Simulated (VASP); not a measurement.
Input of a VASP 6.6.1 run:

POSCAR

```
TiSi
1.0
    1.8706633400     -2.1811527200      0.0000000000
    1.8706633400      2.1811527200      0.0000000000
    0.0000000000      0.0000000000      3.6898159800
Ti Si
1 1
Direct
    0.5000000000      0.5000000000      0.0000000000
    0.0000000000      0.0000000000      0.5000000000
```

Contents of INCAR.step1:

```
PREC = Accurate
ENCUT = 520
ISMEAR = 0
SIGMA = 0.15
LREAL = F
LASPH = T
NELM = 60
NBANDS = 15
GGA = PE
ALGO = Normal
EDIFF = 1E-4
LWAVE = T
LCHARG = F
```

File INCAR.step2:

```
PREC = Accurate
ENCUT = 520
EDIFF = 1E-6
ISMEAR = 0
SIGMA = 0.15
LREAL = F
LASPH = T
NELM = 60
ALGO = Normal
ISIF = 2
LWAVE = F
LCHARG = T
METAGGA = R2SCAN
LMIXTAU = T
LELF = T
LVHAR = T
NBANDS = 15
ISTART = 1
```

The input KPOINTS:

```
regular mesh
0
Gamma
  18 18 12
```

Potentials or basis: VASP PAW PBE potentials, release 64 (Ti_sv, Si).

Launch:

```sh
$ cat potpaw_PBE.64/Ti_sv/POTCAR potpaw_PBE.64/Si/POTCAR > POTCAR
$ cp INCAR.step1 INCAR
$ mpirun -np 1 vasp_std > vasp.out
$ cp INCAR.step2 INCAR
$ mpirun -np 1 vasp_std > vasp.out
```

Question: Predict the pressure.

Answer: -3.8 GPa.

Question: Estimate the band gap on the k mesh.

Answer: Zero (band 8 reaches 10.50 eV, above the bottom of band 9 at 9.19 eV).

Stress tensor (GPa, compression positive):
```
-6.95  0.00  0.00
 0.00 -4.69  0.00
 0.00  0.00  0.25
```

Caveat: the cell differs from its parent crystal (strain +0.030 along x and y, -0.030 along z); the PAW data sets were made with another functional, which shifts forces and pressure a little.
